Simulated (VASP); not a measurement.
Here is a VASP 6.6.1 calculation.

POSCAR

```
RbBr
1.0
    0.0576804316      3.5185063249      3.5185063249
    3.5185063249      0.0576804316      3.5185063249
    3.5185063249      3.5185063249      0.0576804316
Rb Br
1 1
Direct
    0.0000000000      0.0000000000      0.0000000000
    0.5000000000      0.5000000000      0.5000000000
```

Contents of INCAR.step1:

```
SYSTEM = RbBr
ALGO     = Normal         ! electronic algorithm
EDIFF    = 1E-5           ! SCF threshold, eV
ENCUT    = 520            ! plane-wave cutoff, eV
GGA      = PE             ! functional
ISIF     = 2              ! what is computed and relaxed
ISMEAR   = 0              ! smearing method
LASPH    = .TRUE.         ! aspherical terms in the spheres
LREAL    = .FALSE.        ! projectors in reciprocal space
LWAVE    = .TRUE.         ! write WAVECAR
NBANDS   = 15             ! bands
NELM     = 60             ! most SCF steps
PREC     = Accurate       ! precision mode
SIGMA    = 0.01           ! smearing width, eV
```

The input INCAR.step2:

```
SYSTEM = RbBr
ALGO     = Normal         ! electronic algorithm
EDIFF    = 1E-6           ! SCF threshold, eV
ENCUT    = 520            ! plane-wave cutoff, eV
GGA      = PE             ! functional
HFSCREEN = 0.2079         ! screening, 1/A
ISIF     = 2              ! what is computed and relaxed
ISMEAR   = 0              ! smearing method
ISTART   = 1            
LASPH    = .TRUE.         ! aspherical terms in the spheres
LCHARG   = .TRUE.         ! write CHGCAR
LELF     = .TRUE.         ! ELF
LHFCALC  = .TRUE.         ! exact exchange
LREAL    = .FALSE.        ! projectors in reciprocal space
LVHAR    = .TRUE.       
LWAVE    = .FALSE.        ! write WAVECAR
NBANDS   = 15             ! bands
NELM     = 60             ! most SCF steps
PREC     = Accurate       ! precision mode
PRECFOCK = Normal       
SIGMA    = 0.01           ! smearing width, eV
```

Contents of KPOINTS:

```
k-points
0
G
  4 4 4
  0 0 0
```

Potentials or basis: VASP PAW PBE potentials, release 64 (Rb_sv, Br).

The run is started by

```sh
$ cat potpaw_PBE.64/Rb_sv/POTCAR potpaw_PBE.64/Br/POTCAR > POTCAR
$ cp INCAR.step1 INCAR
$ mpirun -np 1 vasp_std > vasp.out
$ cp INCAR.step2 INCAR
$ mpirun -np 1 vasp_std > vasp.out
```

Question: What does it give for the band gap on the k mesh?

Answer: 5.36 eV.

Question: Estimate the pressure.

Answer: 0.0 GPa.

Stress tensor (GPa, compression positive):
```
-0.02 -0.07 -0.07
-0.07 -0.02 -0.07
-0.07 -0.07 -0.02
```

Caveat: the cell differs from its parent crystal (strain along [111] +2.5%); the PAW data sets were made with another functional, which shifts forces and pressure a little.
